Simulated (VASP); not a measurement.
# BN (R3m) in VASP: notebook

Runs on BN. Level: LDA. Tasks: single point.

Program: VASP 6.6.1. These are calculated values, not measurements. Logs are shortened: lines on timing, memory, paths and dates and some standing lists are left out, and cuts for length are marked.

## 1. The cell of the first run

It takes space group R3m (No. 160, trigonal). Conventional cell: a = 2.702 Å, b = 2.702 Å, c = 9.714 Å, α = 90.00°, β = 90.00°, γ = 120.00°. Within 2.1 Å of B (site symmetry 3m) lie 3 N at 1.56 Å. Within 2.1 Å of N (site symmetry 3m) lie 3 B at 1.56 Å.

## 2. Single point, LDA (strain +0.080 along x and y, -0.040 along z)

File INCAR:

```
SYSTEM = BN
PREC = Accurate
ENCUT = 600
EDIFF = 1E-6
ISMEAR = 0
SIGMA = 0.05
LREAL = .FALSE.
LASPH = .TRUE.
NELM = 120
ALGO = Normal
ISIF = 2
LWAVE = .FALSE.
LCHARG = .FALSE.
NBANDS = 11
GGA_COMPAT = .FALSE.
```

File KPOINTS:

```
regular mesh
0
G
  12 12 12
  0 0 0
```

File POSCAR:

```
BN
1.0
    1.3512115259      0.7801223382      3.2380170272
   -1.3512115259      0.7801223382      3.2380170272
    0.0000000000     -1.5602446764      3.2380170272
B N
1 1
Direct
    0.9996712000      0.9996712000      0.9996712000
    0.3327618000      0.3327618000      0.3327618000
```

Potentials or basis: VASP PAW LDA potentials, release 64 (B, N).

Started as:

```bash
$ cat potpaw_LDA.64/B/POTCAR potpaw_LDA.64/N/POTCAR > POTCAR
$ mpirun -np 1 vasp_std > vasp.out
```

OUTCAR:

```text
SYSTEM = BN
   PREC = Accurate
   ENCUT = 600
   EDIFF = 1E-6
   ISMEAR = 0
   LREAL = .FALSE.
   LASPH = .TRUE.
   NELM = 120
   ISIF = 2

 ion  position               nearest neighbor table
   1  1.000  1.000  1.000-   2 1.56   2 1.56   2 1.56
   2  0.333  0.333  0.333-   1 1.56   1 1.56   1 1.56

  LATTYP: Found a trigonal (rhomboedric) cell.
 ALAT       =     3.5943174204
 COS(alpha) =     0.7173533631

  Lattice vectors:

 A1 = (   1.3512115259,   0.7801223382,   3.2380170272)
 A2 = (  -1.3512115259,   0.7801223382,   3.2380170272)
 A3 = (   0.0000000000,  -1.5602446764,   3.2380170272)

Analysis of symmetry for initial positions (statically):
=====================================================================
 Subroutine PRICEL returns:
 Original cell was already a primitive cell.

 Routine SETGRP: Setting up the symmetry group for a
 trigonal (rhombohedral) supercell.

 Subroutine GETGRP returns: Found  6 space group operations
 (whereof  6 operations were pure point group operations)
 out of a pool of 12 trial point group operations.

The static configuration has the point symmetry C_3v.

Analysis of symmetry for dynamics (positions and initial velocities):
=====================================================================
 Subroutine PRICEL returns:
 Original cell was already a primitive cell.

 Routine SETGRP: Setting up the symmetry group for a
 trigonal (rhombohedral) supercell.

 Subroutine GETGRP returns: Found  6 space group operations
 (whereof  6 operations were pure point group operations)
 out of a pool of 12 trial point group operations.

The dynamic configuration has the point symmetry C_3v.

 Subroutine INISYM returns: Found  6 space group operations
 (whereof  6 operations are pure point group operations),
 and found     1 'primitive' translations

----------------------------------------------------------------------------------------

                                     Primitive cell

  volume of cell :      20.4794

  direct lattice vectors                    reciprocal lattice vectors
     1.351211526  0.780122338  3.238017027     0.370038288  0.213641705  0.102943663
    -1.351211526  0.780122338  3.238017027    -0.370038288  0.213641705  0.102943663
     0.000000000 -1.560244676  3.238017027     0.000000000 -0.427283411  0.102943663

  length of vectors
     3.594317420  3.594317420  3.594317420     0.439509398  0.439509398  0.439509398

  position of ions in fractional coordinates (direct lattice)
     0.999671200  0.999671200  0.999671200
     0.332761800  0.332761800  0.332761800

  ion indices of the primitive-cell ions
   primitive index   ion index
                 1           1
                 2           2

----------------------------------------------------------------------------------------

 KPOINTS: regular mesh

Automatic generation of k-mesh.
 Grid dimensions read from file:
 generate k-points for:   12   12   12

 Generating k-lattice:

  Cartesian coordinates                     Fractional coordinates (reciprocal lattice)
     0.030836524  0.017803475  0.008578639     0.083333333  0.000000000  0.000000000
    -0.030836524  0.017803475  0.008578639     0.000000000  0.083333333  0.000000000
     0.000000000 -0.035606951  0.008578639     0.000000000  0.000000000  0.083333333

  Length of vectors
     0.036625783  0.036625783  0.036625783

  Shift w.r.t. Gamma in fractional coordinates (k-lattice)
     0.000000000  0.000000000  0.000000000

 Subroutine IBZKPT returns following result:
 ===========================================

 Found    189 irreducible k-points:

 Following reciprocal coordinates:
            Coordinates               Weight
  0.000000  0.000000  0.000000      1.000000
  0.083333 -0.000000  0.000000      6.000000
  0.166667 -0.000000  0.000000      6.000000
  0.250000  0.000000  0.000000      6.000000
  0.333333 -0.000000  0.000000      6.000000
  0.416667 -0.000000  0.000000      6.000000
[... 16 lines left out ...]
  0.500000  0.166667 -0.000000     12.000000
 -0.416667  0.166667 -0.000000     12.000000
 [... further k-points ...]
   k-points           NKPTS =    189   k-points in BZ     NKDIM =    189   number of bands    NBANDS=     11
   number of dos      NEDOS =    301   number of ions     NIONS =      2
   total plane-waves  NPLWV =  27000
   dimension x,y,z NGX =    30 NGY =   30 NGZ =   30
   dimension x,y,z NGXF=    60 NGYF=   60 NGZF=   60
   ions per type =               1   1
   NGX,Y,Z   is equivalent  to a cutoff of  13.88, 13.88, 13.88 a.u.
   NGXF,Y,Z  is equivalent  to a cutoff of  27.75, 27.75, 27.75 a.u.
 SYSTEM =  BN
   PREC   = accura    normal or accurate (medium, high low for compatibility)
   ISTART =      0    job   : 0-new  1-cont  2-samecut
   ICHARG =      2    charge: 1-file 2-atom 10-const
   ISPIN  =      1    spin polarized calculation?
   LNONCOLLINEAR =      F non collinear calculations
   LSORBIT =      F    spin-orbit coupling
   LASPH  =      T    aspherical Exc in radial PAW
   ENCUT  =  600.0 eV  44.10 Ry    6.64 a.u.   7.18  7.18  7.18*2*pi/ulx,y,z
   NELM   =    120;   NELMIN=  2; NELMDL= -5     # of ELM steps
   EDIFF  = 0.1E-05   stopping-criterion for ELM
   LREAL  =      F    real-space projection
   EDIFFG = 0.1E-04   stopping-criterion for IOM
   NSW    =      0    number of steps for IOM
   IBRION =     -1    ionic relax: 0-MD 1-quasi-New 2-CG
   NFREE  =      0    steps in history (QN), initial steepest desc. (CG)
   ISIF   =      2    stress and relaxation
   ISYM   =      2    0-nonsym 1-usesym 2-fastsym
   POTIM  = 0.5000    time-step for ionic-motion
   TEBEG  =    0.0;   TEEND  =   0.0 temperature during run
   PSTRESS=    0.0 pullay stress
   NELECT =       8.0000    total number of electrons
   NUPDOWN=      -1.0000    fix difference up-down
   EMIN   =  10.00;   EMAX   =-10.00  energy-range for DOS
   EFERMI =   0.00;   METHOD = LEGACY
   ISMEAR =     0;   SIGMA  =   0.05  broadening in eV -4-tet -1-fermi 0-gaus
   EFERMI_NEDOS =   21; number of points for ismear=-14 and -15
   IALGO  =     38    algorithm
   IMIX   =      4    mixing-type and parameters
     AMIX     =   0.40;   BMIX     =  1.00
     AMIX_MAG =   1.60;   BMIX_MAG =  1.00
  volume/ion in A,a.u.               =      10.24        69.10
  Fermi-wavevector in a.u.,A,eV,Ry     =   1.196739  2.261508 19.486041  1.432184
  Thomas-Fermi vector in A             =   2.332671
   LORBIT       =      0    0 simple, 1 ext, 2 COOP (PROOUT), +10 PAW based schemes
   GGA     = CA    functional components
   LHFCALC =     F    Hartree Fock is set to
   AEXX    =    0.0000 exact exchange contribution
   IVDW    =     0    specifies the selected vdW correction
   LEPSILON=     F    determine dielectric tensor
   LRPA    =     F    only Hartree local field effects (RPA)
 non-spin polarized calculation
 Gauss-broadening in eV      SIGMA  =   0.05
  energy-cutoff  :      600.00
  volume of cell :       20.48
 maximum number of plane-waves:       703
 NGX is ok and might be reduce to    30
   NGX = 15   NGY = 15   NGZ = 15

 number of electron       8.0000000 magnetization

 Free energy of the ion-electron system (eV)
  ---------------------------------------------------
  ext. energy  EPLUGINS =         0.00000000
  ---------------------------------------------------
  free energy    TOTEN  =       -18.56918790 eV

  energy without entropy =      -18.56918790  energy(sigma->0) =      -18.56918790

 E-fermi :   1.7735     XC(G=0): -10.1971

 val. band max:        1.4509468408   @ k =  -0.3333   0.2500  -0.0000
 cond. band min:       4.9593602871   @ k =   0.5000   0.5000   0.0000
 fundamental gap:      3.5084134462
 Fermi energy:         1.7735103502

 k-point     1 :       0.0000    0.0000    0.0000
  band No.  band energies     occupation
      1     -14.9437      2.00000
      2      -1.4014      2.00000
      3      -0.0929      2.00000
      4      -0.0929      2.00000
      5       6.1866      0.00000
      6      11.1643      0.00000
      7      11.1643      0.00000
      8      11.9249      0.00000
      9      13.1171      0.00000
     10      23.5984      0.00000
     11      26.7907      0.00000

 k-point     2 :       0.0833   -0.0000    0.0000
  band No.  band energies     occupation
      1     -14.8260      2.00000
      2      -1.2988      2.00000
      3      -0.6125      2.00000
      4      -0.2926      2.00000
      5       6.4902      0.00000
      6      11.0912      0.00000
      7      11.5894      0.00000
      8      11.6287      0.00000
      9      13.4585      0.00000
     10      23.8629      0.00000
     11      24.8304      0.00000

 k-point     3 :       0.1667   -0.0000    0.0000
  band No.  band energies     occupation
      1     -14.4807      2.00000
      2      -1.8964      2.00000
      3      -0.9783      2.00000
      4      -0.7845      2.00000
      5       7.1898      0.00000
      6      10.5861      0.00000
      7      11.0755      0.00000
      8      12.8918      0.00000
      9      14.3439      0.00000
     10      22.1234      0.00000
     11      23.6832      0.00000

 k-point     4 :       0.2500    0.0000    0.0000
  band No.  band energies     occupation
      1     -13.9364      2.00000
      2      -3.4622      2.00000
      3      -1.3618      2.00000
      4      -0.4800      2.00000
      5       7.8766      0.00000
      6       9.4446      0.00000
      7      11.1292      0.00000
      8      14.6687      0.00000
      9      15.4583      0.00000
     10      20.1833      0.00000
     11      22.2648      0.00000
[... 239 lines left out ...]
 k-point    22 :       0.4167    0.1667    0.0000
  band No.  band energies     occupation
      1     -12.9420      2.00000
      2      -4.9790      2.00000
      3      -2.9198      2.00000
      4       0.0369      2.00000
      5       7.1824      0.00000
      6      10.6348      0.00000
      7      12.3631      0.00000
      8      14.5913      0.00000
      9      16.9833      0.00000
     10      18.9649      0.00000
     11      21.8866      0.00000

 k-point    23 :       0.5000    0.1667   -0.0000
  band No.  band energies     occupation
      1     -12.3621      2.00000
      2      -5.9587      2.00000
      3      -3.3619      2.00000
      4       0.7412      2.00000
      5       6.3242      0.00000
      6      10.8766      0.00000
      7      13.0660      0.00000
      8      14.8775      0.00000
      9      17.1755      0.00000
     10      19.0916      0.00000
     11      21.3694      0.00000

 k-point    24 :      -0.4167    0.1667   -0.0000
  band No.  band energies     occupation
      1     -12.1277      2.00000
      2      -6.3451      2.00000
      3      -3.5113      2.00000
      4       1.2405      2.00000
      5       5.8877      0.00000
      6      10.7647      0.00000
      7      13.3437      0.00000
      8      14.5823      0.00000
      9      17.3503      0.00000
     10      19.2135      0.00000
     11      21.4619      0.00000

 [... further k-points ...]
[... 5 lines left out ...]
  --------------------------------------------------------------------------------------
  -------------------------------------------------------------------------------------
  Total       -8.3150498     -8.3150498     -0.0759770      0.0000000      0.0000000      0.0000000
  in kB     -650.5175295   -650.5175295     -5.9439661      0.0000000      0.0000000      0.0000000
  external PRESSURE =    -435.6596750 kB  Pullay stress =       0.0000000 kB

 VOLUME and BASIS-vectors are now :
 -----------------------------------------------------------------------------
  energy-cutoff  :      600.00
  volume of cell :       20.48
      direct lattice vectors                 reciprocal lattice vectors
     1.351211526  0.780122338  3.238017027     0.370038288  0.213641705  0.102943663
    -1.351211526  0.780122338  3.238017027    -0.370038288  0.213641705  0.102943663
     0.000000000 -1.560244676  3.238017027     0.000000000 -0.427283411  0.102943663

 POSITION                                       TOTAL-FORCE (eV/Angst)
 -----------------------------------------------------------------------------------
      0.00000      0.00000      9.71086         0.000000     -0.000000      0.047299
      0.00000      0.00000      3.23247         0.000000      0.000000     -0.047299
 -----------------------------------------------------------------------------------
    total drift:                                0.000000      0.000000      0.000021

  FREE ENERGIE OF THE ION-ELECTRON SYSTEM (eV)
  ---------------------------------------------------
  free  energy   TOTEN  =       -18.5691878970 eV

  energy  without entropy=      -18.5691878970  energy(sigma->0) =      -18.56918790
```

Wall time 1.7 min (1 thread of Intel Xeon 8259CL, shared host); peak memory 0.18 GiB.

What came out:

* Free energy: -18.5692 eV
* Pressure: -43.6 GPa
* Largest force: 0.047 eV/Å
* Band gap on the k mesh: 3.51 eV, indirect (least direct gap 4.02 eV)

Forces on the atoms (eV/Å):
```
B    0.000  0.000  0.047
N    0.000  0.000 -0.047
```

Stress tensor (GPa, compression positive):
```
-65.05   0.00   0.00
  0.00 -65.05   0.00
  0.00   0.00  -0.59
```

Caveat: the cell differs from its parent crystal (strain +0.080 along x and y, -0.040 along z).

## 3. Single point, LDA (strain +0.040 along x and y, +0.040 along z)

File INCAR:

```
ALGO = Normal
EDIFF = 1E-6
ENCUT = 600
GGA_COMPAT = F
ISIF = 2
ISMEAR = 0
LASPH = T
LCHARG = F
LREAL = F
LWAVE = F
NBANDS = 11
NELM = 120
PREC = Accurate
SIGMA = 0.05
```

File KPOINTS:

```
k-points
0
Gamma
  12 12 12
```

File POSCAR:

```
BN
1.0
    1.3011666545      0.7512289182      3.5078517794
   -1.3011666545      0.7512289182      3.5078517794
    0.0000000000     -1.5024578365      3.5078517794
B N
1 1
Direct
    0.9996712000      0.9996712000      0.9996712000
    0.3327618000      0.3327618000      0.3327618000
```

Potentials or basis: VASP PAW LDA potentials, release 64 (B, N).

Started as:

```bash
$ cat potpaw_LDA.64/B/POTCAR potpaw_LDA.64/N/POTCAR > POTCAR
$ mpirun -np 1 vasp_std > vasp.out
```

It took 2.1 min on 1 thread of Intel Xeon 8259CL, shared host; peak memory 0.18 GiB.

The run converged. Its results:

| Quantity | Value |
| --- | --- |
| Free energy | -19.0624 eV |
| Pressure | -26.2 GPa |
| Largest force | 0.009 eV/Å |
| Band gap on the k mesh | 3.94 eV, indirect (least direct gap 4.26 eV) |

Forces on the atoms (eV/Å):
```
B    0.000  0.000 -0.009
N    0.000  0.000  0.009
```

Stress tensor (GPa, compression positive):
```
-38.51   0.00   0.00
  0.00 -38.51   0.00
  0.00   0.00  -1.53
```

Levels at points of the mesh, in eV from the valence-band top:
| k point | band 2 | band 3 | band 4 | band 5 | band 6 | band 7 |
| --- | --- | --- | --- | --- | --- | --- |
| (0.00, 0.00, 0.00) | -3.79 | -1.43 | -1.43 | 4.61 | 10.60 | 10.60 |
| (0.50, 0.00, 0.00) | -8.43 | -3.92 | -0.55 | 4.82 | 8.71 | 11.96 |
| (0.50, 0.50, 0.00) | -8.33 | -3.97 | -1.05 | 3.94 | 8.70 | 13.01 |
| (0.50, 0.50, 0.50) | -5.54 | -1.44 | -1.44 | 9.03 | 10.27 | 10.54 |

Caveat: the cell differs from its parent crystal (strain +0.040 along x and y, +0.040 along z).
